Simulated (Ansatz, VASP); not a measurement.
## ZnS in VASP and in Ansatz

```
Zn S
1.0
     3.81100    0.00000    0.00000
    -1.90550    3.30042    0.00000
     0.00000    0.00000    6.23400
Zn S
2 2
Direct
  0.33333 0.66667 0.00000
  0.66667 0.33333 0.50000
  0.33333 0.66667 0.38500
  0.66667 0.33333 0.88500
```

Alike in both runs: task relaxation of cell and atoms; functional PBE; k mesh 12 × 12 × 6; occupations gaussian, width 0.02 eV; no spin polarisation.

|  | VASP | Ansatz |
| --- | --- | --- |
| version | VASP 6.6.1 | Ansatz 0.2.0 |
| potentials or method | VASP PAW PBE potentials, release 64 (Zn, S), cutoff 600 eV | scalar-relativistic, plane waves, PAW |
| valence electrons in the cell | 36 | 36 |

Ansatz gave:

```
gap on the k mesh at the Fermi level, each at its own relaxed structure (eV) : 2.08
relaxed volume (Å³/atom)                                                     : 20.19
relaxed length of the cell vector where the two differ most in proportion (Å)              : 6.304
```

What did VASP give for the same quantities?

gap on the k mesh at the Fermi level, each at its own relaxed structure (eV): 2.07; relaxed volume (Å³/atom): 20.23; relaxed length of the cell vector where the two differ most in proportion (Å): 6.310.
